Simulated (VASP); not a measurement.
Set up this calculation in VASP 6.6.1, as the native input.

| Quantity | Value |
| --- | --- |
| Task | single point |
| Functional | revPBE |
| Potentials or basis | VASP PAW PBE potentials, release 64 (Pb_d, Se) |
| Cutoff | 520 eV |
| k mesh | 4 × 4 × 4 |
| Occupations | fermi-dirac, width 0.05 eV |
| Spin | no spin polarisation |
| Dipole correction | no |
| k mesh for the DOS | 6 × 6 × 6 |
| Occupations for the DOS | tetrahedron |
| Further INCAR settings | ALGO = Normal; EDIFF = 1e-07 |

Crystal: PbSe.

```
Pb Se
1.0
     0.00000    3.06065    3.06065
     3.06065    0.00000    3.06065
     3.06065    3.06065    0.00000
Pb Se
1 1
Direct
  0.00000 0.00000 0.00000
  0.50000 0.50000 0.50000
```

These files were run (other wordings do the same):

POSCAR

```
PbSe
1.0
    0.0000000000      3.0606500000      3.0606500000
    3.0606500000      0.0000000000      3.0606500000
    3.0606500000      3.0606500000      0.0000000000
Pb Se
1 1
Direct
    0.0000000000      0.0000000000      0.0000000000
    0.5000000000      0.5000000000      0.5000000000
```

INCAR.step1

```
SYSTEM = PbSe
PREC     = Accurate       ! precision mode
ENCUT    = 520            ! plane-wave cutoff, eV
EDIFF    = 1E-7           ! SCF threshold, eV
ISMEAR   = -1             ! smearing method
SIGMA    = 0.05           ! smearing width, eV
LREAL    = .False.        ! projectors in reciprocal space
LASPH    = .True.         ! aspherical terms in the spheres
NELM     = 80             ! most SCF steps
ALGO     = Normal         ! electronic algorithm
ISIF     = 2              ! what is computed and relaxed
LWAVE    = .False.        ! write WAVECAR
LCHARG   = .True.         ! write CHGCAR
GGA      = RE             ! functional
NBANDS   = 17             ! bands
```

KPOINTS.step1

```
regular mesh
0
Gamma
  4 4 4
  0 0 0
```

INCAR.step2

```
SYSTEM = PbSe
PREC     = Accurate       ! precision mode
ENCUT    = 520            ! plane-wave cutoff, eV
EDIFF    = 1E-7           ! SCF threshold, eV
ISMEAR   = -5             ! smearing method
SIGMA    = 0.05           ! smearing width, eV
LREAL    = .False.        ! projectors in reciprocal space
LASPH    = .True.         ! aspherical terms in the spheres
NELM     = 80             ! most SCF steps
ALGO     = Normal         ! electronic algorithm
ISIF     = 2              ! what is computed and relaxed
LWAVE    = .False.        ! write WAVECAR
LCHARG   = .False.        ! write CHGCAR
GGA      = RE             ! functional
LORBIT   = 11             ! projections on sites
NEDOS    = 1001           ! points of the DOS
ICHARG   = 11             ! starting density
```

KPOINTS.step2

```
regular mesh
0
Gamma
  6 6 6
  0 0 0
```

Potentials or basis: VASP PAW PBE potentials, release 64 (Pb_d, Se).

Launch:

```console
$ cat potpaw_PBE.64/Pb_d/POTCAR potpaw_PBE.64/Se/POTCAR > POTCAR
$ cp INCAR.step1 INCAR
$ cp KPOINTS.step1 KPOINTS
$ mpirun -np 1 vasp_std > vasp.out
$ cp INCAR.step2 INCAR
$ cp KPOINTS.step2 KPOINTS
$ mpirun -np 1 vasp_std > vasp.out
```

It gave:

```
Valence electrons inside the program's atomic spheres : Pb 11.86; Se 3.83
```

Caveat: the k points lie up to 0.44 Å⁻¹ apart.

Run time: 19 s on 1 thread of Intel(R) Xeon(R) Platinum 8488C (Sapphire Rapids), with other jobs on the host, peak memory 0.17 GiB.
